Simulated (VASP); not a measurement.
# BaO (rock salt type) (Fm-3m) in VASP: further runs

The runs below take BaO (rock salt type) through single point, with r2SCAN.

Program: VASP 6.6.1. These are calculated values, not measurements. Logs are shortened: lines on timing, memory, paths and dates and some standing lists are left out, and cuts for length are marked.

**1. The cell of the first run**

The structure is cubic, space group Fm-3m (No. 225). The conventional cell has a = 5.592 Å, b = 5.592 Å, c = 5.592 Å, α = 90.00°, β = 90.00°, γ = 90.00°. Within 3.7 Å of Ba (site symmetry m-3m) lie 6 O at 2.80 Å. Within 3.7 Å of O (site symmetry m-3m) lie 6 Ba at 2.80 Å.

**2. Single point, r2SCAN**

POSCAR

```
BaO
1.0
    0.0000000000      2.7959003040      2.7959003040
    2.7959003040      0.0000000000      2.7959003040
    2.7959003040      2.7959003040      0.0000000000
Ba O
1 1
Direct
    0.0000000000      0.0000000000      0.0000000000
    0.5000000000      0.5000000000      0.5000000000
```

INCAR.step1

```
SYSTEM = BaO
PREC = Accurate
ENCUT = 660
ISMEAR = -1
SIGMA = 0.1
LREAL = .FALSE.
LASPH = .TRUE.
NELM = 120
NBANDS = 15
GGA = PE
ALGO = Normal
EDIFF = 1E-5
LWAVE = .TRUE.
LCHARG = .FALSE.
GGA_COMPAT = .FALSE.
```

INCAR.step2

```
SYSTEM = BaO
PREC = Accurate
ENCUT = 660
EDIFF = 1E-6
ISMEAR = -1
SIGMA = 0.1
LREAL = .FALSE.
LASPH = .TRUE.
NELM = 120
ALGO = Normal
ISIF = 2
LWAVE = .FALSE.
LCHARG = .TRUE.
METAGGA = R2SCAN
LMIXTAU = .TRUE.
LELF = .TRUE.
LVHAR = .TRUE.
NBANDS = 15
ISTART = 1
GGA_COMPAT = .FALSE.
```

KPOINTS

```
Automatic mesh
0
G
  11 11 11
  0 0 0
```

Potentials or basis: VASP PAW PBE potentials, release 64 (Ba_sv, O).

Run with:

```sh
> cat potpaw_PBE.64/Ba_sv/POTCAR potpaw_PBE.64/O/POTCAR > POTCAR
> cp INCAR.step1 INCAR
> mpirun -np 1 vasp_std > vasp.out
> cp INCAR.step2 INCAR
> mpirun -np 1 vasp_std > vasp.out
```

OUTCAR:

```text
SYSTEM = BaO
   PREC = Accurate
   ENCUT = 660
   EDIFF = 1E-6
   ISMEAR = -1
   LREAL = .FALSE.
   LASPH = .TRUE.
   NELM = 120
   ISIF = 2
   METAGGA = R2SCAN
   ISTART = 1

 ion  position               nearest neighbor table
   1  0.000  0.000  0.000-   2 2.80   2 2.80   2 2.80   2 2.80   2 2.80   2 2.80
   2  0.500  0.500  0.500-   1 2.80   1 2.80   1 2.80   1 2.80   1 2.80   1 2.80

  LATTYP: Found a face centered cubic cell.
 ALAT       =     5.5918006080

  Lattice vectors:

 A1 = (   0.0000000000,   2.7959003040,   2.7959003040)
 A2 = (   2.7959003040,   0.0000000000,   2.7959003040)
 A3 = (   2.7959003040,   2.7959003040,   0.0000000000)

Analysis of symmetry for initial positions (statically):
=====================================================================
 Subroutine PRICEL returns:
 Original cell was already a primitive cell.

 Routine SETGRP: Setting up the symmetry group for a
 face centered cubic supercell.

 Subroutine GETGRP returns: Found 48 space group operations
 (whereof 48 operations were pure point group operations)
 out of a pool of 48 trial point group operations.

The static configuration has the point symmetry O_h .

Analysis of symmetry for dynamics (positions and initial velocities):
=====================================================================
 Subroutine PRICEL returns:
 Original cell was already a primitive cell.

 Routine SETGRP: Setting up the symmetry group for a
 face centered cubic supercell.

 Subroutine GETGRP returns: Found 48 space group operations
 (whereof 48 operations were pure point group operations)
 out of a pool of 48 trial point group operations.

The dynamic configuration has the point symmetry O_h .

 Subroutine INISYM returns: Found 48 space group operations
 (whereof 48 operations are pure point group operations),
 and found     1 'primitive' translations

----------------------------------------------------------------------------------------

                                     Primitive cell

  volume of cell :      43.7114

  direct lattice vectors                    reciprocal lattice vectors
     0.000000000  2.795900304  2.795900304    -0.178833272  0.178833272  0.178833272
     2.795900304  0.000000000  2.795900304     0.178833272 -0.178833272  0.178833272
     2.795900304  2.795900304  0.000000000     0.178833272  0.178833272 -0.178833272

  length of vectors
     3.954000129  3.954000129  3.954000129     0.309748313  0.309748313  0.309748313

  position of ions in fractional coordinates (direct lattice)
     0.000000000  0.000000000  0.000000000
     0.500000000  0.500000000  0.500000000

  ion indices of the primitive-cell ions
   primitive index   ion index
                 1           1
                 2           2

----------------------------------------------------------------------------------------

 KPOINTS: Automatic mesh

Automatic generation of k-mesh.
 Grid dimensions read from file:
 generate k-points for:   11   11   11

 Generating k-lattice:

  Cartesian coordinates                     Fractional coordinates (reciprocal lattice)
    -0.016257570  0.016257570  0.016257570     0.090909091  0.000000000  0.000000000
     0.016257570 -0.016257570  0.016257570     0.000000000  0.090909091  0.000000000
     0.016257570  0.016257570 -0.016257570     0.000000000  0.000000000  0.090909091

  Length of vectors
     0.028158938  0.028158938  0.028158938

  Shift w.r.t. Gamma in fractional coordinates (k-lattice)
     0.000000000  0.000000000  0.000000000

 Subroutine IBZKPT returns following result:
 ===========================================

 Found     56 irreducible k-points:

 Following reciprocal coordinates:
            Coordinates               Weight
  0.000000  0.000000  0.000000      1.000000
  0.090909  0.000000  0.000000      8.000000
  0.181818  0.000000  0.000000      8.000000
  0.272727  0.000000  0.000000      8.000000
  0.363636  0.000000  0.000000      8.000000
  0.454545  0.000000  0.000000      8.000000
[... 16 lines left out ...]
 -0.272727  0.181818  0.000000     24.000000
 -0.181818  0.181818  0.000000     12.000000
 [... further k-points ...]
   k-points           NKPTS =     56   k-points in BZ     NKDIM =     56   number of bands    NBANDS=     15
   number of dos      NEDOS =    301   number of ions     NIONS =      2
   total plane-waves  NPLWV =  46656
   dimension x,y,z NGX =    36 NGY =   36 NGZ =   36
   dimension x,y,z NGXF=    72 NGYF=   72 NGZF=   72
   ions per type =               1   1
   NGX,Y,Z   is equivalent  to a cutoff of  15.14, 15.14, 15.14 a.u.
   NGXF,Y,Z  is equivalent  to a cutoff of  30.27, 30.27, 30.27 a.u.
 SYSTEM =  BaO
   PREC   = accura    normal or accurate (medium, high low for compatibility)
   ISTART =      1    job   : 0-new  1-cont  2-samecut
   ICHARG =      0    charge: 1-file 2-atom 10-const
   ISPIN  =      1    spin polarized calculation?
   LNONCOLLINEAR =      F non collinear calculations
   LSORBIT =      F    spin-orbit coupling
   LASPH  =      T    aspherical Exc in radial PAW
   ENCUT  =  660.0 eV  48.51 Ry    6.96 a.u.   8.28  8.28  8.28*2*pi/ulx,y,z
   NELM   =    120;   NELMIN=  2; NELMDL=  0     # of ELM steps
   EDIFF  = 0.1E-05   stopping-criterion for ELM
   LREAL  =      F    real-space projection
   EDIFFG = 0.1E-04   stopping-criterion for IOM
   NSW    =      0    number of steps for IOM
   IBRION =     -1    ionic relax: 0-MD 1-quasi-New 2-CG
   NFREE  =      0    steps in history (QN), initial steepest desc. (CG)
   ISIF   =      2    stress and relaxation
   ISYM   =      2    0-nonsym 1-usesym 2-fastsym
   POTIM  = 0.5000    time-step for ionic-motion
   TEBEG  =    0.0;   TEEND  =   0.0 temperature during run
   PSTRESS=    0.0 pullay stress
   NELECT =      16.0000    total number of electrons
   NUPDOWN=      -1.0000    fix difference up-down
   EMIN   =  10.00;   EMAX   =-10.00  energy-range for DOS
   EFERMI =   0.00;   METHOD = LEGACY
   ISMEAR =    -1;   SIGMA  =   0.10  broadening in eV -4-tet -1-fermi 0-gaus
   EFERMI_NEDOS =   21; number of points for ismear=-14 and -15
   IALGO  =     38    algorithm
   IMIX   =      4    mixing-type and parameters
     AMIX     =   0.40;   BMIX     =  1.00
     AMIX_MAG =   1.60;   BMIX_MAG =  1.00
  volume/ion in A,a.u.               =      21.86       147.49
  Fermi-wavevector in a.u.,A,eV,Ry     =   1.171071  2.213003 18.659122  1.371407
  Thomas-Fermi vector in A             =   2.307520
   LORBIT       =      0    0 simple, 1 ext, 2 COOP (PROOUT), +10 PAW based schemes
   METAGGA = R2SCAN    functional components
   LHFCALC =     F    Hartree Fock is set to
   AEXX    =    0.0000 exact exchange contribution
   IVDW    =     0    specifies the selected vdW correction
   LEPSILON=     F    determine dielectric tensor
   LRPA    =     F    only Hartree local field effects (RPA)
 non-spin polarized calculation
  energy-cutoff  :      660.00
  volume of cell :       43.71
 maximum number of plane-waves:      1709
 NGX is ok and might be reduce to    36
   NGX = 17   NGY = 17   NGZ = 17

 number of electron      16.0000000 magnetization

 Free energy of the ion-electron system (eV)
  ---------------------------------------------------
  ext. energy  EPLUGINS =         0.00000000
  ---------------------------------------------------
  free energy    TOTEN  =       -37.83136027 eV

  energy without entropy =      -37.83135960  energy(sigma->0) =      -37.83135994

 E-fermi :   2.7803     XC(G=0): -10.0242

 val. band max:        1.4326781146   @ k =  -0.4545   0.4545   0.0000
 cond. band min:       3.8897901757   @ k =   0.4545   0.4545   0.0000
 fundamental gap:      2.4571120611
 Fermi energy:         2.7802763032

 k-point     1 :       0.0000    0.0000    0.0000
  band No.  band energies     occupation
      1     -25.2231      2.00000
      2     -14.4450      2.00000
      3      -9.3588      2.00000
      4      -9.3588      2.00000
      5      -9.3588      2.00000
      6       1.1554      2.00000
      7       1.1554      2.00000
      8       1.1554      2.00000
      9       5.4534      0.00000
     10       6.5914      0.00000
     11       6.5914      0.00000
     12       6.5914      0.00000
     13       8.9616      0.00000
     14       8.9616      0.00000
     15      11.8027      0.00000

 k-point     2 :       0.0909    0.0000    0.0000
  band No.  band energies     occupation
      1     -25.2049      2.00000
      2     -14.4938      2.00000
      3      -9.3817      2.00000
      4      -9.3678      2.00000
      5      -9.3678      2.00000
      6       0.9815      2.00000
      7       1.0529      2.00000
      8       1.0529      2.00000
      9       5.7971      0.00000
     10       6.4978      0.00000
     11       6.7444      0.00000
     12       6.7444      0.00000
     13       9.1703      0.00000
     14       9.1703      0.00000
     15      12.3333      0.00000

 k-point     3 :       0.1818    0.0000    0.0000
  band No.  band energies     occupation
      1     -25.1555      2.00000
      2     -14.6255      2.00000
      3      -9.4409      2.00000
      4      -9.3918      2.00000
      5      -9.3918      2.00000
      6       0.5841      2.00000
      7       0.7967      2.00000
      8       0.7967      2.00000
      9       6.2850      0.00000
     10       6.7848      0.00000
     11       7.1811      0.00000
     12       7.1811      0.00000
     13       9.7346      0.00000
     14       9.7346      0.00000
     15      13.6642      0.00000
[... 343 lines left out ...]
 k-point    23 :      -0.2727    0.1818    0.0000
  band No.  band energies     occupation
      1     -25.0126      2.00000
      2     -14.8942      2.00000
      3      -9.8671      2.00000
      4      -9.5410      2.00000
      5      -9.4393      2.00000
      6      -0.0901      2.00000
      7       0.1892      2.00000
      8       0.9789      2.00000
      9       6.4288      0.00000
     10       7.7583      0.00000
     11       8.2682      0.00000
     12       9.1389      0.00000
     13      11.4186      0.00000
     14      12.1987      0.00000
     15      15.3437      0.00000

 k-point    24 :      -0.1818    0.1818    0.0000
  band No.  band energies     occupation
      1     -25.0686      2.00000
      2     -14.7991      2.00000
      3      -9.7172      2.00000
      4      -9.4746      2.00000
      5      -9.3855      2.00000
      6       0.0475      2.00000
      7       0.3024      2.00000
      8       1.0689      2.00000
      9       6.1823      0.00000
     10       7.4332      0.00000
     11       7.6516      0.00000
     12       8.6665      0.00000
     13      10.8446      0.00000
     14      10.8844      0.00000
     15      15.7611      0.00000

 [... further k-points ...]

------------------------ aborting loop because EDIFF is reached ----------------------------------------

  FORCE on cell =-STRESS in cart. coord.  units (eV):
  Direction    XX          YY          ZZ          XY          YZ          ZX
  --------------------------------------------------------------------------------------
  -------------------------------------------------------------------------------------
  Total       -0.1171702     -0.1171702     -0.1171702      0.0000000      0.0000000     -0.0000000
  in kB       -4.2946986     -4.2946986     -4.2946986      0.0000000      0.0000000     -0.0000000
  external PRESSURE =      -4.2946986 kB  Pullay stress =       0.0000000 kB

 VOLUME and BASIS-vectors are now :
 -----------------------------------------------------------------------------
  energy-cutoff  :      660.00
  volume of cell :       43.71
      direct lattice vectors                 reciprocal lattice vectors
     0.000000000  2.795900304  2.795900304    -0.178833272  0.178833272  0.178833272
     2.795900304  0.000000000  2.795900304     0.178833272 -0.178833272  0.178833272
     2.795900304  2.795900304  0.000000000     0.178833272  0.178833272 -0.178833272

 POSITION                                       TOTAL-FORCE (eV/Angst)
 -----------------------------------------------------------------------------------
      0.00000      0.00000      0.00000         0.000000     -0.000000      0.000000
      2.79590      2.79590      2.79590         0.000000      0.000000     -0.000000
 -----------------------------------------------------------------------------------
    total drift:                                0.000000      0.000000      0.000000

  FREE ENERGIE OF THE ION-ELECTRON SYSTEM (eV)
  ---------------------------------------------------
  free  energy   TOTEN  =       -37.8313602737 eV

  energy  without entropy=      -37.8313596014  energy(sigma->0) =      -37.83135994
```

It took 4 min on 1 thread of Intel Xeon Platinum 8259CL at 2.50GHz (Skylake/Cascade Lake), shared host; peak memory 0.25 GiB.

What came out:

| Property | Result |
| --- | --- |
| Free energy | -37.8314 eV |
| Pressure | -0.4 GPa |
| Band gap on the k mesh | 2.46 eV (least direct gap 2.53 eV) |

Levels at points of the mesh, in eV from the valence-band top:
| k point | band 5 | band 6 | band 7 | band 8 | band 9 | band 10 | band 11 | band 12 |
| --- | --- | --- | --- | --- | --- | --- | --- | --- |
| (0.00, 0.00, 0.00) | -10.79 | -0.28 | -0.28 | -0.28 | 4.02 | 5.16 | 5.16 | 5.16 |

Caveat: the PAW data sets were made with another functional, which shifts forces and pressure a little; spin-orbit coupling is left out, which moves the levels of the heavy elements; an odd mesh through Γ misses points on the zone boundary, where band edges can lie.

**3. Single point, r2SCAN**

POSCAR is that of step 2.

INCAR.step1

```
PREC = Accurate ; ENCUT = 660
ISMEAR = -1 ; SIGMA = 0.1
LREAL = F ; LASPH = T
NELM = 120 ; NBANDS = 15
GGA = PE ; ALGO = Normal
EDIFF = 1E-5 ; LWAVE = T
LCHARG = F ; GGA_COMPAT = F
```

INCAR.step2

```
PREC = Accurate ; ENCUT = 660
EDIFF = 1E-6 ; ISMEAR = -1
SIGMA = 0.1 ; LREAL = F
LASPH = T ; NELM = 120
ALGO = Normal ; ISIF = 2
LWAVE = F ; LCHARG = F
METAGGA = R2SCAN ; LMIXTAU = T
NBANDS = 15 ; ISTART = 1
GGA_COMPAT = F
```

KPOINTS

```
Automatic mesh
0
Gamma
  11 11 11
```

Potentials or basis: VASP PAW PBE potentials, release 64 (Ba_sv, O).

Run with:

```sh
> cat potpaw_PBE.64/Ba_sv/POTCAR potpaw_PBE.64/O/POTCAR > POTCAR
> cp INCAR.step1 INCAR
> mpirun -np 1 vasp_std > vasp.out
> cp INCAR.step2 INCAR
> mpirun -np 1 vasp_std > vasp.out
```

Run time: 2.7 min. Hardware: 1 thread of Intel Xeon Platinum 8259CL at 2.50GHz (Skylake/Cascade Lake), shared host; peak memory 0.24 GiB.

Results (log left out):

```
Free energy            : -37.8314 eV
Pressure               : -0.4 GPa
Band gap on the k mesh : 2.46 eV (least direct gap 2.53 eV)
```

Levels at points of the mesh, in eV from the valence-band top:
```
           k point  band 6  band 7  band 8  band 9  band 10  band 11
(0.00, 0.00, 0.00)   -0.28   -0.28   -0.28    4.02     5.16     5.16
```

Caveat: the PAW data sets were made with another functional, which shifts forces and pressure a little; spin-orbit coupling is left out, which moves the levels of the heavy elements; an odd mesh through Γ misses points on the zone boundary, where band edges can lie.

**4. Single point, r2SCAN**

This run uses another cell than the first one, of 22.50 Å³/atom.

POSCAR

```
BaO
1.0
    0.0000000000      2.8233128394      2.8233128394
    2.8233128394      0.0000000000      2.8233128394
    2.8233128394      2.8233128394      0.0000000000
Ba O
1 1
Direct
    0.0000000000      0.0000000000      0.0000000000
    0.5000000000      0.5000000000      0.5000000000
```

INCAR.step1

```
SYSTEM = BaO
PREC = Accurate
ENCUT = 660
ISMEAR = -1
SIGMA = 0.1
LREAL = .False.
LASPH = .True.
NELM = 120
NBANDS = 15
GGA = PE
ALGO = Normal
EDIFF = 1E-5
LWAVE = .True.
LCHARG = .False.
GGA_COMPAT = .False.
```

INCAR.step2

```
SYSTEM = BaO
PREC = Accurate
ENCUT = 660
EDIFF = 1E-6
ISMEAR = -1
SIGMA = 0.1
LREAL = .False.
LASPH = .True.
NELM = 120
ALGO = Normal
ISIF = 2
LWAVE = .False.
LCHARG = .False.
METAGGA = R2SCAN
LMIXTAU = .True.
NBANDS = 15
ISTART = 1
GGA_COMPAT = .False.
```

KPOINTS

```
Automatic mesh
0
Gamma
  11 11 11
  0 0 0
```

Run with:

```sh
> cat potpaw_PBE.64/Ba_sv/POTCAR potpaw_PBE.64/O/POTCAR > POTCAR
> cp INCAR.step1 INCAR
> mpirun -np 1 vasp_std > vasp.out
> cp INCAR.step2 INCAR
> mpirun -np 1 vasp_std > vasp.out
```

Wall time 2.6 min (1 thread of Intel Xeon Platinum 8259CL at 2.50GHz (Skylake/Cascade Lake), shared host); peak memory 0.25 GiB.

It converged, with:

```yaml
Free_energy: -37.8209 eV
Pressure: -2.4 GPa
Band_gap_on_the_k_mesh: 2.54 eV (least direct gap 2.61 eV)
```

Levels at points of the mesh, in eV from the valence-band top:
```tsv
k point	band 4	band 5	band 6	band 7	band 8	band 9	band 10	band 11	band 12	band 13
(0.00, 0.00, 0.00)	-10.86	-10.86	-0.21	-0.21	-0.21	3.89	5.16	5.16	5.16	7.46
```

Caveat: the PAW data sets were made with another functional, which shifts forces and pressure a little; spin-orbit coupling is left out, which moves the levels of the heavy elements; an odd mesh through Γ misses points on the zone boundary, where band edges can lie.

**5. Single point, r2SCAN**

This run uses another cell than the first one, of 22.50 Å³/atom.

POSCAR is that of step 4.

INCAR.step1

```
ALGO     = Normal         # electronic algorithm
EDIFF    = 1E-5           # SCF threshold, eV
ENCUT    = 660            # plane-wave cutoff, eV
GGA      = PE             # functional
GGA_COMPAT= False        
ISMEAR   = -1             # smearing method
LASPH    = True           # aspherical terms in the spheres
LCHARG   = False          # write CHGCAR
LREAL    = False          # projectors in reciprocal space
LWAVE    = True           # write WAVECAR
NBANDS   = 15             # bands
NELM     = 120            # most SCF steps
PREC     = Accurate       # precision mode
SIGMA    = 0.1            # smearing width, eV
```

INCAR.step2

```
ALGO     = Normal         # electronic algorithm
EDIFF    = 1E-6           # SCF threshold, eV
ENCUT    = 660            # plane-wave cutoff, eV
GGA_COMPAT= False        
ISIF     = 2              # what is computed and relaxed
ISMEAR   = -1             # smearing method
ISTART   = 1            
LASPH    = True           # aspherical terms in the spheres
LCHARG   = False          # write CHGCAR
LMIXTAU  = True         
LREAL    = False          # projectors in reciprocal space
LWAVE    = False          # write WAVECAR
METAGGA  = R2SCAN         # meta-GGA
NBANDS   = 15             # bands
NELM     = 120            # most SCF steps
PREC     = Accurate       # precision mode
SIGMA    = 0.1            # smearing width, eV
```

KPOINTS

```
k-points
0
Gamma
  11 11 11
```

Run with:

```sh
> cat potpaw_PBE.64/Ba_sv/POTCAR potpaw_PBE.64/O/POTCAR > POTCAR
> cp INCAR.step1 INCAR
> mpirun -np 1 vasp_std > vasp.out
> cp INCAR.step2 INCAR
> mpirun -np 1 vasp_std > vasp.out
```

Wall time 2.7 min (1 thread of Intel Xeon Platinum 8259CL at 2.50GHz (Skylake/Cascade Lake), shared host); peak memory 0.25 GiB.

Results (log left out):

* Free energy: -37.8209 eV
* Pressure: -2.4 GPa
* Band gap on the k mesh: 2.54 eV (least direct gap 2.61 eV)

Levels at points of the mesh, in eV from the valence-band top:
| k point | band 6 | band 7 | band 8 | band 9 | band 10 | band 11 |
| --- | --- | --- | --- | --- | --- | --- |
| (0.00, 0.00, 0.00) | -0.21 | -0.21 | -0.21 | 3.89 | 5.16 | 5.16 |

Caveat: the PAW data sets were made with another functional, which shifts forces and pressure a little; spin-orbit coupling is left out, which moves the levels of the heavy elements; an odd mesh through Γ misses points on the zone boundary, where band edges can lie.
